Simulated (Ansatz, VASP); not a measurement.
## Two plane-wave programs on SrCl2

Contents of INCAR:

```
SYSTEM = SrCl2
  PREC = Accurate
  ENCUT = 520
  EDIFF = 1E-6
  ISMEAR = 0
  SIGMA = 0.05
  LREAL = .FALSE.
  LASPH = .TRUE.
  NELM = 80
  ALGO = Normal
  ISIF = 2
  LWAVE = .FALSE.
  LCHARG = .TRUE.
  GGA = PE
  LELF = .TRUE.
  LVHAR = .TRUE.
  NBANDS = 19
```

The input KPOINTS:

```
regular mesh
0
G
  8 8 8
  0 0 0
```

File POSCAR:

```
SrCl2
1.0
    0.0000000000      3.4855019323      3.4855019323
    3.4855019323      0.0000000000      3.4855019323
    3.4855019323      3.4855019323      0.0000000000
Sr Cl
1 2
Direct
    0.0000000000      0.0000000000      0.0000000000
    0.2500000000      0.2500000000      0.2500000000
    0.7500000000      0.7500000000      0.7500000000
```

Input for Ansatz:

```yaml
crystal:
  lattice:
    - [0.0, 3.4855019323, 3.4855019323]
    - [3.4855019323, 0.0, 3.4855019323]
    - [3.4855019323, 3.4855019323, 0.0]
  atoms:
    - { symbol: Sr, position: [0.0, 0.0, 0.0] }
    - { symbol: Cl, position: [0.25, 0.25, 0.25] }
    - { symbol: Cl, position: [0.75, 0.75, 0.75] }
basis:
  ecutwfc: 420
  ecutrho_ratio: 4
kpoints:
  mp_grid: { grid: [8, 8, 8] }
hamiltonian:
  xc: pbe
scf:
  occupations: { method: gaussian, width: 0.05 }
output:
  forces: true
  stress: true
  eigenvalues: true
```

Alike in both runs: task single point; functional PBE; k mesh 8 × 8 × 8; occupations gaussian, width 0.05 eV; no spin polarisation.

|  | VASP | Ansatz |
| --- | --- | --- |
| version | VASP 6.6.1 | Ansatz 0.2.0 |
| potentials or method | VASP PAW PBE potentials, release 64 (Sr_sv, Cl), cutoff 520 eV | scalar-relativistic, plane waves, PAW |
| valence electrons in the cell | 24 | 24 |

|  | VASP | Ansatz | Ansatz less VASP |
| --- | --- | --- | --- |
| gap on the k mesh at the Fermi level (eV) | 5.35 | 5.35 | +0.005 |
| least direct gap on the mesh (eV) | 5.50 | 5.51 | +0.003 |
| pressure (GPa) | 1.2 | 1.1 | -0.08 |
